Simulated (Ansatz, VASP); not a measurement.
## KMgF3 in VASP and in Ansatz

```
CELL_PARAMETERS angstrom
4.14534 0.00000 0.00000
0.00000 4.14534 0.00000
0.00000 0.00000 3.98590
ATOMIC_POSITIONS crystal
K 0.50000 0.50000 0.50000
Mg 0.00000 0.00000 0.00000
F 0.50000 0.00000 0.00000
F 0.00000 0.50000 0.00000
F 0.00000 0.00000 0.50000
```

Change from the starting cell: strain +0.040 along x and y, +0.000 along z, atoms carried along.

Alike in both runs: task single point; functional PBEsol; k mesh 6 × 6 × 6; occupations gaussian, width 0.05 eV; no spin polarisation.

|  | VASP | Ansatz |
| --- | --- | --- |
| version | VASP 6.6.1 | Ansatz 0.2.0 |
| potentials or method | VASP PAW PBE potentials, release 64 (K_sv, Mg, F), cutoff 520 eV | scalar-relativistic, plane waves, PAW |
| valence electrons in the cell | 32 | 40 |

```tsv
	VASP	Ansatz	Ansatz less VASP
gap on the k mesh at the Fermi level (eV)	6.56	6.59	+0.025
least direct gap on the mesh (eV)	6.88	6.91	+0.023
pressure (GPa)	-4.8	-4.4	+0.40
traceless stress, the component that is largest in VASP (GPa)	1.94	1.95	+0.006
```

VASP's potentials were made for PBE, not for PBEsol. With one functional, cell and mesh, what is left measures potentials, basis and numerics. VASP's potentials hold 32 valence electrons a cell and Ansatz's 40, so a difference there can come from the potentials and not from the codes.
